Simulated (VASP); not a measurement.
## H2Se: density of states with PBE+D3(BJ)

H2Se:

```xyz
3
Lattice="1.8590 -1.8633 0.0000 1.8590 1.8633 0.0000 0.0000 0.0000 6.1248" Properties=species:S:1:pos:R:3 pbc="T T T"
H     0.3752    0.0000    3.0624
H     3.3428    0.0000    3.0624
Se    1.8590    0.0000    0.0000
```

```
Program                 : VASP 6.6.1
Task                    : density of states
Functional              : PBE
Dispersion              : D3(BJ)
Potentials or basis     : VASP PAW PBE potentials, release 64 (H, Se)
Cutoff                  : 520 eV
k mesh                  : 18 × 18 × 8
Occupations             : gaussian, width 0.1 eV
Spin                    : no spin polarisation
Dipole correction       : no
k mesh for the DOS      : 27 × 27 × 12
Occupations for the DOS : tetrahedron
Further INCAR settings  : ALGO = Normal; EDIFF = 1e-07
```

| Item | Value |
| --- | --- |
| Valence electrons inside the program's atomic spheres | H 0.64; Se 3.69 |
| Dispersion energy per atom | -0.117 eV |

Levels at points of the mesh, in eV from the Fermi level:
```
           k point  band 2  band 3  band 4  band 5  band 6  band 7
(0.00, 0.00, 0.00)   -6.60   -3.88    3.94    3.96    7.63    8.63
(0.00, 0.00, 0.50)   -6.88   -3.24    3.95    3.96    4.97    9.76
```

It took 3.9 min on 1 thread of Intel Xeon 6975P-C, with other jobs on the host, peak memory 0.61 GiB.
